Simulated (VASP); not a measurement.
# Al2O3 (P-3m1) in VASP: settings compared

The runs below take Al2O3 through single point, with PBEsol, PBE.

Program: VASP 6.6.1. These are calculated values, not measurements. Logs are shortened: lines on timing, memory, paths and dates and some standing lists are left out, and cuts for length are marked.

## (1) The cell of the first run

The structure is trigonal, space group P-3m1 (No. 164). The conventional cell has a = 2.988 Å, b = 2.988 Å, c = 7.972 Å, α = 90.00°, β = 90.00°, γ = 120.00°. Within 2.2 Å of Al (site symmetry 3m) lie 4 O at 1.67 to 1.82 Å. O (site symmetry -3m) has 2 Al at 1.67 Å within 2.2 Å. O (site symmetry 3m) has 3 Al at 1.82 Å within 2.4 Å.

## (2) Single point, PBEsol

The input, INCAR:

```
ALGO = Normal
EDIFF = 1E-6
ENCUT = 520
GGA = PS
ISIF = 2
ISMEAR = -1
LASPH = True
LCHARG = False
LREAL = False
LWAVE = False
NBANDS = 20
NELM = 100
PREC = Accurate
SIGMA = 0.05
```

The input, KPOINTS:

```
k-points
0
Gamma
  10 10 4
```

The input, POSCAR:

```
Al2O3
1.0
    2.9884966594      0.0000000000      0.0000000000
   -1.4942483297      2.5881140262      0.0000000000
    0.0000000000      0.0000000000      7.9722167539
Al O
2 3
Direct
    0.0000000000      0.0000000000      0.7096281216
    0.0000000000      0.0000000000      0.2903718784
    0.0000000000      0.0000000000      0.5000000000
    0.6666666667      0.3333333333      0.7841668249
    0.3333333333      0.6666666667      0.2158331751
```

Potentials or basis: VASP PAW PBE potentials, release 64 (Al, O).

The run is started by

```
> cat potpaw_PBE.64/Al/POTCAR potpaw_PBE.64/O/POTCAR > POTCAR
> mpirun -np 1 vasp_std > vasp.out
```

OUTCAR:

```text
EDIFF = 1E-6
   ENCUT = 520
   GGA = PS
   ISIF = 2
   ISMEAR = -1
   LASPH = True
   LREAL = False
   NELM = 100
   PREC = Accurate

 ion  position               nearest neighbor table
   1  0.000  0.000  0.710-   3 1.67   4 1.82   4 1.82   4 1.82   2 3.34
   2  0.000  0.000  0.290-   3 1.67   5 1.82   5 1.82   5 1.82   1 3.34
   3  0.000  0.000  0.500-   1 1.67   2 1.67
   4  0.667  0.333  0.784-   1 1.82   1 1.82   1 1.82
   5  0.333  0.667  0.216-   2 1.82   2 1.82   2 1.82

  LATTYP: Found a hexagonal cell.
 ALAT       =     2.9884966594
 C/A-ratio  =     2.6676344873

  Lattice vectors:

 A1 = (   2.9884966594,   0.0000000000,   0.0000000000)
 A2 = (  -1.4942483297,   2.5881140262,   0.0000000000)
 A3 = (   0.0000000000,   0.0000000000,   7.9722167539)

Analysis of symmetry for initial positions (statically):
=====================================================================
 Subroutine PRICEL returns:
 Original cell was already a primitive cell.

 Routine SETGRP: Setting up the symmetry group for a
 hexagonal supercell.

 Subroutine GETGRP returns: Found 12 space group operations
 (whereof 12 operations were pure point group operations)
 out of a pool of 24 trial point group operations.

The static configuration has the point symmetry D_3d.

Analysis of symmetry for dynamics (positions and initial velocities):
=====================================================================
 Subroutine PRICEL returns:
 Original cell was already a primitive cell.

 Routine SETGRP: Setting up the symmetry group for a
 hexagonal supercell.

 Subroutine GETGRP returns: Found 12 space group operations
 (whereof 12 operations were pure point group operations)
 out of a pool of 24 trial point group operations.

The dynamic configuration has the point symmetry D_3d.

 Subroutine INISYM returns: Found 12 space group operations
 (whereof 12 operations are pure point group operations),
 and found     1 'primitive' translations

----------------------------------------------------------------------------------------

                                     Primitive cell

  volume of cell :      61.6617

  direct lattice vectors                    reciprocal lattice vectors
     2.988496659  0.000000000  0.000000000     0.334616402  0.193190870  0.000000000
    -1.494248330  2.588114026  0.000000000     0.000000000  0.386381740  0.000000000
     0.000000000  0.000000000  7.972216754     0.000000000  0.000000000  0.125435626

  length of vectors
     2.988496659  2.988496659  7.972216754     0.386381740  0.386381740  0.125435626

  position of ions in fractional coordinates (direct lattice)
     0.000000000  0.000000000  0.709628122
     0.000000000  0.000000000  0.290371878
     0.000000000  0.000000000  0.500000000
     0.666666667  0.333333333  0.784166825
     0.333333333  0.666666667  0.215833175

  ion indices of the primitive-cell ions
   primitive index   ion index
                 1           1
                 2           2
                 3           3
                 4           4
                 5           5

----------------------------------------------------------------------------------------

 KPOINTS: k-points

Automatic generation of k-mesh.
 Grid dimensions read from file:
 generate k-points for:   10   10    4

 Generating k-lattice:

  Cartesian coordinates                     Fractional coordinates (reciprocal lattice)
     0.033461640  0.019319087  0.000000000     0.100000000 -0.000000000  0.000000000
     0.000000000  0.038638174  0.000000000     0.000000000  0.100000000  0.000000000
     0.000000000  0.000000000  0.031358907     0.000000000  0.000000000  0.250000000

  Length of vectors
     0.038638174  0.038638174  0.031358907

  Shift w.r.t. Gamma in fractional coordinates (k-lattice)
     0.000000000  0.000000000  0.000000000

 Subroutine IBZKPT returns following result:
 ===========================================

 Found     50 irreducible k-points:

 Following reciprocal coordinates:
            Coordinates               Weight
  0.000000  0.000000  0.000000      1.000000
  0.100000  0.000000  0.000000      6.000000
  0.200000  0.000000  0.000000      6.000000
  0.300000 -0.000000  0.000000      6.000000
  0.400000  0.000000  0.000000      6.000000
  0.500000 -0.000000  0.000000      3.000000
[... 16 lines left out ...]
  0.000000  0.400000  0.250000      6.000000
  0.500000 -0.000000  0.250000      6.000000
 [... further k-points ...]
   k-points           NKPTS =     50   k-points in BZ     NKDIM =     50   number of bands    NBANDS=     20
   number of dos      NEDOS =    301   number of ions     NIONS =      5
   total plane-waves  NPLWV =  34560
   dimension x,y,z NGX =    24 NGY =   24 NGZ =   60
   dimension x,y,z NGXF=    48 NGYF=   48 NGZF=  120
   ions per type =               2   3
   NGX,Y,Z   is equivalent  to a cutoff of  13.35, 13.35, 12.51 a.u.
   NGXF,Y,Z  is equivalent  to a cutoff of  26.70, 26.70, 25.02 a.u.
 SYSTEM =  unknown system
   PREC   = accura    normal or accurate (medium, high low for compatibility)
   ISTART =      0    job   : 0-new  1-cont  2-samecut
   ICHARG =      2    charge: 1-file 2-atom 10-const
   ISPIN  =      1    spin polarized calculation?
   LNONCOLLINEAR =      F non collinear calculations
   LSORBIT =      F    spin-orbit coupling
   LASPH  =      T    aspherical Exc in radial PAW
   ENCUT  =  520.0 eV  38.22 Ry    6.18 a.u.   5.56  5.56 14.82*2*pi/ulx,y,z
   NELM   =    100;   NELMIN=  2; NELMDL= -5     # of ELM steps
   EDIFF  = 0.1E-05   stopping-criterion for ELM
   LREAL  =      F    real-space projection
   EDIFFG = 0.1E-04   stopping-criterion for IOM
   NSW    =      0    number of steps for IOM
   IBRION =     -1    ionic relax: 0-MD 1-quasi-New 2-CG
   NFREE  =      0    steps in history (QN), initial steepest desc. (CG)
   ISIF   =      2    stress and relaxation
   ISYM   =      2    0-nonsym 1-usesym 2-fastsym
   POTIM  = 0.5000    time-step for ionic-motion
   TEBEG  =    0.0;   TEEND  =   0.0 temperature during run
   PSTRESS=    0.0 pullay stress
   NELECT =      24.0000    total number of electrons
   NUPDOWN=      -1.0000    fix difference up-down
   EMIN   =  10.00;   EMAX   =-10.00  energy-range for DOS
   EFERMI =   0.00;   METHOD = LEGACY
   ISMEAR =    -1;   SIGMA  =   0.05  broadening in eV -4-tet -1-fermi 0-gaus
   EFERMI_NEDOS =   21; number of points for ismear=-14 and -15
   IALGO  =     38    algorithm
   IMIX   =      4    mixing-type and parameters
     AMIX     =   0.40;   BMIX     =  1.00
     AMIX_MAG =   1.60;   BMIX_MAG =  1.00
  volume/ion in A,a.u.               =      12.33        83.22
  Fermi-wavevector in a.u.,A,eV,Ry     =   1.195291  2.258772 19.438909  1.428719
  Thomas-Fermi vector in A             =   2.331260
   LORBIT       =      0    0 simple, 1 ext, 2 COOP (PROOUT), +10 PAW based schemes
   GGA     = PS    functional components
   LHFCALC =     F    Hartree Fock is set to
   AEXX    =    0.0000 exact exchange contribution
   IVDW    =     0    specifies the selected vdW correction
   LEPSILON=     F    determine dielectric tensor
   LRPA    =     F    only Hartree local field effects (RPA)
 non-spin polarized calculation
  energy-cutoff  :      520.00
  volume of cell :       61.66
 maximum number of plane-waves:      1698
 NGX is ok and might be reduce to    24
   NGX = 11   NGY = 11   NGZ = 29

 number of electron      24.0000005 magnetization

 Free energy of the ion-electron system (eV)
  ---------------------------------------------------
  ext. energy  EPLUGINS =         0.00000000
  ---------------------------------------------------
  free energy    TOTEN  =       -37.74792709 eV

  energy without entropy =      -37.74792709  energy(sigma->0) =      -37.74792709

 E-fermi :   4.5453     XC(G=0):  -9.6368

 val. band max:        3.4376536291   @ k =   0.0000   0.0000   0.0000
 cond. band min:       5.8326059764   @ k =   0.0000   0.0000   0.0000
 fundamental gap:      2.3949523473
 Fermi energy:         4.5453365152

 k-point     1 :       0.0000    0.0000    0.0000
  band No.  band energies     occupation
      1     -16.2327      2.00000
      2     -16.0850      2.00000
      3     -13.4347      2.00000
      4      -2.5895      2.00000
      5      -1.0062      2.00000
      6      -0.3349      2.00000
[... 12 lines left out ...]
     19      15.6059      0.00000
     20      16.0449      0.00000

 k-point     2 :       0.1000    0.0000    0.0000
  band No.  band energies     occupation
      1     -16.1514      2.00000
      2     -16.0112      2.00000
      3     -13.3907      2.00000
      4      -2.5392      2.00000
      5      -0.9719      2.00000
      6      -0.7431      2.00000
[... 12 lines left out ...]
     19      15.6321      0.00000
     20      15.8497      0.00000

 k-point     3 :       0.2000    0.0000    0.0000
  band No.  band energies     occupation
      1     -15.9286      2.00000
      2     -15.8111      2.00000
      3     -13.2745      2.00000
      4      -2.5798      2.00000
      5      -1.7248      2.00000
      6      -1.3177      2.00000
[... 12 lines left out ...]
     19      15.4621      0.00000
     20      16.3860      0.00000

 k-point     4 :       0.3000   -0.0000    0.0000
  band No.  band energies     occupation
      1     -15.6297      2.00000
      2     -15.5478      2.00000
      3     -13.1297      2.00000
      4      -3.1489      2.00000
      5      -2.7118      2.00000
      6      -1.3061      2.00000
[... 429 lines left out ...]
 k-point    23 :       0.0000    0.4000    0.2500
  band No.  band energies     occupation
      1     -15.3533      2.00000
      2     -15.3308      2.00000
      3     -13.0134      2.00000
      4      -3.7923      2.00000
      5      -3.4010      2.00000
      6      -1.1352      2.00000
[... 12 lines left out ...]
     19      14.7300      0.00000
     20      16.6228      0.00000

 k-point    24 :       0.5000   -0.0000    0.2500
  band No.  band energies     occupation
      1     -15.2480      2.00000
      2     -15.2361      2.00000
      3     -12.9703      2.00000
      4      -4.0328      2.00000
      5      -3.6653      2.00000
      6      -1.0338      2.00000
[... 12 lines left out ...]
     19      14.5378      0.00000
     20      16.7181      0.00000

 [... further k-points ...]

------------------------ aborting loop because EDIFF is reached ----------------------------------------

  FORCE on cell =-STRESS in cart. coord.  units (eV):
  Direction    XX          YY          ZZ          XY          YZ          ZX
  --------------------------------------------------------------------------------------
  -------------------------------------------------------------------------------------
  Total        0.0394530      0.0394530      0.2542246      0.0000000      0.0000000      0.0000000
  in kB        1.0251209      1.0251209      6.6056084      0.0000000      0.0000000      0.0000000
  external PRESSURE =       2.8852834 kB  Pullay stress =       0.0000000 kB

 VOLUME and BASIS-vectors are now :
 -----------------------------------------------------------------------------
  energy-cutoff  :      520.00
  volume of cell :       61.66
      direct lattice vectors                 reciprocal lattice vectors
     2.988496659  0.000000000  0.000000000     0.334616402  0.193190870  0.000000000
    -1.494248330  2.588114026  0.000000000     0.000000000  0.386381740  0.000000000
     0.000000000  0.000000000  7.972216754     0.000000000  0.000000000  0.125435626

 POSITION                                       TOTAL-FORCE (eV/Angst)
 -----------------------------------------------------------------------------------
      0.00000      0.00000      5.65731        -0.000000      0.000000      0.090733
      0.00000      0.00000      2.31491         0.000000     -0.000000     -0.090733
      0.00000      0.00000      3.98611        -0.000000      0.000000     -0.000000
      1.49425      0.86270      6.25155         0.000000      0.000000      0.001371
     -0.00000      1.72541      1.72067        -0.000000      0.000000     -0.001371
 -----------------------------------------------------------------------------------
    total drift:                               -0.000000      0.000000      0.000000

  FREE ENERGIE OF THE ION-ELECTRON SYSTEM (eV)
  ---------------------------------------------------
  free  energy   TOTEN  =       -37.7479270880 eV

  energy  without entropy=      -37.7479270880  energy(sigma->0) =      -37.74792709
```

Wall time 41 s (1 thread of AMD EPYC 9R45 (Zen 5), shared host); peak memory 0.17 GiB.

Results:

```yaml
Free_energy: -37.7479 eV
Pressure: 0.3 GPa
Largest_force: 0.091 eV/Å
Band_gap_on_the_k_mesh: 2.39 eV
```

Forces in eV/Å, atoms in the order of the input:
```
Al   0.000  0.000  0.091
Al   0.000  0.000 -0.091
O    0.000  0.000  0.000
O    0.000  0.000  0.001
O    0.000  0.000 -0.001
```

Levels at points of the mesh, in eV from the valence-band top:
```
           k point  band 9  band 10  band 11  band 12  band 13  band 14  band 15  band 16
(0.00, 0.00, 0.00)   -3.77    -2.57     0.00     0.00     2.39     4.21     7.07     9.60
(0.50, 0.00, 0.00)   -3.60    -3.24    -1.83    -0.51     4.60     6.09     8.33     8.84
(0.00, 0.00, 0.50)   -3.77    -3.04     0.00     0.00     3.22     3.31     8.04     8.06
(0.50, 0.00, 0.50)   -3.55    -3.36    -1.79    -0.51     4.88     5.71     8.18     8.64
```

Caveat: the PAW data sets were made with another functional, which shifts forces and pressure a little.

## (3) Single point, PBE

This run uses another cell than the first one, of 13.27 Å³/atom.

The input, INCAR:

```
SYSTEM = Al2O3
PREC = Accurate
ENCUT = 520
EDIFF = 1E-7
ISMEAR = -1
SIGMA = 0.05
LREAL = .FALSE.
LASPH = .TRUE.
NELM = 80
ALGO = Normal
ISIF = 2
LWAVE = .FALSE.
LCHARG = .TRUE.
GGA = PE
LELF = .TRUE.
LVHAR = .TRUE.
NBANDS = 20
```

The input, KPOINTS:

```
regular mesh
0
G
  10 10 4
  0 0 0
```

The input, POSCAR:

```
Al2O3
1.0
    3.0130286438      0.0000000000      0.0000000000
   -1.5065143219      2.6093593478      0.0000000000
    0.0000000000      0.0000000000      8.4369142429
Al O
2 3
Direct
    0.0000000000      0.0000000000      0.6988997886
    0.0000000000      0.0000000000      0.3011002114
    0.0000000000      0.0000000000      0.5000000000
    0.6666666667      0.3333333333      0.7692541993
    0.3333333333      0.6666666667      0.2307458007
```

Potentials or basis: VASP PAW PBE potentials, release 64 (Al, O).

The run is started by

```
> cat potpaw_PBE.64/Al/POTCAR potpaw_PBE.64/O/POTCAR > POTCAR
> mpirun -np 1 vasp_std > vasp.out
```

Run time: 43 s. Hardware: 1 thread of AMD EPYC 9R45 (Zen 5), shared host; peak memory 0.18 GiB.

Results (log left out):

| Item | Value |
| --- | --- |
| Free energy | -36.2168 eV |
| Pressure | 0.0 GPa |
| Largest force | 0.050 eV/Å |
| Band gap on the k mesh | 2.40 eV |

Forces in eV/Å, atoms in the order of the input:
```
Al   0.000  0.000  0.050
Al   0.000  0.000 -0.050
O    0.000  0.000  0.000
O    0.000  0.000 -0.008
O    0.000  0.000  0.008
```

Stress tensor (GPa, compression positive):
```
-0.11  0.00  0.00
 0.00 -0.11  0.00
 0.00  0.00  0.19
```

Levels at points of the mesh, in eV from the valence-band top:
```
           k point  band 8  band 9  band 10  band 11  band 12  band 13  band 14  band 15  band 16  band 17
(0.00, 0.00, 0.00)   -3.72   -3.72    -2.61     0.00     0.00     2.40     4.01     6.71     9.03    10.18
(0.50, 0.00, 0.00)   -4.33   -3.51    -3.18    -1.73    -0.48     4.80     6.10     8.31     8.70     9.38
(0.00, 0.00, 0.50)   -3.72   -3.72    -2.88     0.00     0.00     3.04     3.26     7.40     8.00    11.26
(0.50, 0.00, 0.50)   -4.33   -3.48    -3.24    -1.71    -0.48     4.96     5.86     8.14     8.61     9.69
```

A k mesh can miss the band edges.
